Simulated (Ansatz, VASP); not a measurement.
**One calculation of CsCl, two programs**

POSCAR

```
CsCl
1.0
    4.2552694960      0.0000000000      0.0000000000
    0.0000000000      4.2552694960      0.0000000000
    0.0000000000      0.0000000000      4.2552694960
Cs Cl
1 1
Direct
    0.0000000000      0.0000000000      0.0000000000
    0.5000000000      0.5000000000      0.5000000000
```

INCAR.step1

```
SYSTEM = CsCl
PREC = Accurate ; ENCUT = 400
EDIFF = 1E-5 ; ISMEAR = -1
SIGMA = 0.05 ; LREAL = .FALSE.
LASPH = .TRUE. ; NELM = 120
ALGO = Normal ; ISIF = 2
LWAVE = .TRUE. ; GGA = PE
NBANDS = 15 ; GGA_COMPAT = .FALSE.
```

Contents of INCAR.step2:

```
SYSTEM = CsCl
PREC = Accurate ; ENCUT = 400
EDIFF = 1E-6 ; ISMEAR = -1
SIGMA = 0.05 ; LREAL = .FALSE.
LASPH = .TRUE. ; NELM = 120
ALGO = Normal ; ISIF = 2
LWAVE = .FALSE. ; LCHARG = .TRUE.
GGA = PE ; LHFCALC = .TRUE.
HFSCREEN = 0.2079 ; PRECFOCK = Normal
LELF = .TRUE. ; LVHAR = .TRUE.
ISTART = 1 ; NBANDS = 15
GGA_COMPAT = .FALSE.
```

The input KPOINTS:

```
Automatic mesh
0
G
  4 4 4
  0 0 0
```

Input for Ansatz:

```yaml
crystal:
  lattice:
    - [4.255269496045, 0.0, 0.0]
    - [0.0, 4.255269496045, 0.0]
    - [0.0, 0.0, 4.255269496045]
  atoms:
    - { symbol: Cs, position: [0.0, 0.0, 0.0] }
    - { symbol: Cl, position: [0.5, 0.5, 0.5] }
kpoints:
  mp_grid: { grid: [4, 4, 4] }
hamiltonian:
  xc: hse06
  pseudopotentials:
    kind: all_electron
    relativity: scalar
    datasets: crystal
    dataset_attempts: all
    dirac_shells: { Cl: ["2p"], Cs: ["4p", "3d"] }
    nuclear_model: point
scf:
  occupations: { method: fermi_dirac, width: 0.05 }
  convergence: { dr2_threshold: "1e-9 eV" }
  max_iter: 400
  exx: { singularity: regularized }
  lower_state_search: "off"
output:
  forces: true
  stress: true
```

Alike in both runs: task single point; functional HSE06; k mesh 4 × 4 × 4; occupations fermi-dirac, width 0.05 eV; no spin polarisation.

```csv
,VASP,Ansatz
version,VASP 6.6.1,Ansatz 0.2.0 development build
potentials or method,"VASP PAW PBE potentials, release 64 (Cs_sv, Cl), cutoff 400 eV","plane waves, all-electron PAW datasets generated for the crystal"
```

Ansatz gave:

| Item | Value |
| --- | --- |
| gap on the k mesh at the Fermi level (eV) | 6.15 |

Q: What did VASP give for the same quantities?

A: gap on the k mesh at the Fermi level (eV): 6.14.

Ansatz ran all-electron here, and VASP with PAW potentials.

Neither program's run includes spin-orbit coupling.
